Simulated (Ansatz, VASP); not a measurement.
# Two plane-wave programs on VCd2

```xyz
3
Lattice="0.0000 3.3117 3.3117 3.3117 0.0000 3.3117 3.3117 3.3117 0.0000" Properties=species:S:1:pos:R:3 pbc="T T T"
V     0.0000    0.0000    0.0000
Cd    1.6559    1.6559    1.6559
Cd    4.9676    4.9676    4.9676
```

Alike in both runs: functional PBE; k mesh 12 × 12 × 12; occupations gaussian, width 0.1 eV; collinear spin.

Ansatz relaxed the structure, and its values are those at the end. VASP's run is a single point on that final structure, the one shown.

|  | VASP | Ansatz |
| --- | --- | --- |
| version | VASP 6.6.1 | Ansatz 0.2.0 |
| potentials or method | VASP PAW PBE potentials, release 64 (V_sv, Cd), cutoff 520 eV | scalar-relativistic, plane waves, PAW |
| valence electrons in the cell | 37 | 53 |

```csv
,VASP,Ansatz,Ansatz less VASP
gap on the k mesh at the Fermi level (eV),none,none,-
pressure (GPa),0.2,0.0,-0.24
net moment per atom (μB),1.20,1.20,+0.002
size of the moment on the site where the two differ most (μB),2.81,2.83,+0.027
```

Site moments also hang on the region over which each program counts them. A gap of «none» marks a metal or a gap that the smearing closes. With one functional, cell and mesh, what is left measures potentials, basis and numerics. VASP's potentials hold 37 valence electrons a cell and Ansatz's 53, so a difference there can come from the potentials and not from the codes. Ansatz's warnings: given moment on shells.
